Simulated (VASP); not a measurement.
Here is a VASP 6.6.1 calculation.

INCAR

```
SYSTEM = SiO2
  ALGO = Normal
  EDIFF = 1E-6
  ENCUT = 520
  GGA = PE
  ISIF = 2
  ISMEAR = -1
  ISYM = 0
  LASPH = .TRUE.
  LCHARG = .FALSE.
  LREAL = Auto
  LWAVE = .FALSE.
  NBANDS = 72
  NELM = 80
  PREC = Accurate
  SIGMA = 0.1379
```

File KPOINTS:

```
Automatic mesh
0
Gamma
  1 1 1
  0.25 0.25 0.25
```

The input POSCAR:

```
SiO2
1.0
    6.6428910000     -0.3072380000     -0.0953950000
   -0.3072380000      7.1979710000     -0.1658230000
   -0.0953950000     -0.1658230000      6.9363230000
Si O
7 14
Direct
    0.6599346323      0.2412031639      0.3149646429
    0.3224684768      0.3976166839      1.0247600741
    0.7790941887      0.6496660519      0.3696595824
    0.1445377686      0.0955285188      0.6936071181
    0.6849003299      0.9836387452      0.6799102341
    0.0641856647      0.1353128497      0.2352128028
    0.3264641331      0.8681723908      0.9366644253
    0.1838585800      0.8947240560      0.7473900821
    0.2858042911      0.2741729817      0.8179820182
    0.8694146092      0.7313353394      0.1933589348
    0.3530469511      0.6468808233      1.0088164338
    0.2070267253      0.9705327133      0.1128302359
    0.6134519121      0.0765464344      0.4789581461
    0.8943063682      1.0891729172      0.7919116911
    0.1345371171      0.1204168827      0.4645816028
    0.4651111279      0.3053136973      0.1821118061
    0.1361243793      0.3285290820      0.1494920671
    0.6903084178      0.7665026066      0.5532559157
    0.8188997535      0.1263606511      0.2064260047
    0.5400333589      0.9763340960      0.8910509403
    0.7377170190      0.4494477305      0.4042384252
```

Potentials or basis: VASP PAW PBE potentials, release 64 (Si, O).

Launch:

```bash
$ cat potpaw_PBE.64/Si/POTCAR potpaw_PBE.64/O/POTCAR > POTCAR
$ mpirun -np 1 vasp_std > vasp.out
```

Predict the largest force.

6.749 eV/Å.

What does it give for the pressure?

-2.4 GPa.

Stress tensor (GPa, compression positive):
```
 1.83  1.80 -0.17
 1.80 -3.04 -3.56
-0.17 -3.56 -5.95
```

Caveat: the k points lie up to 0.95 Å⁻¹ apart.
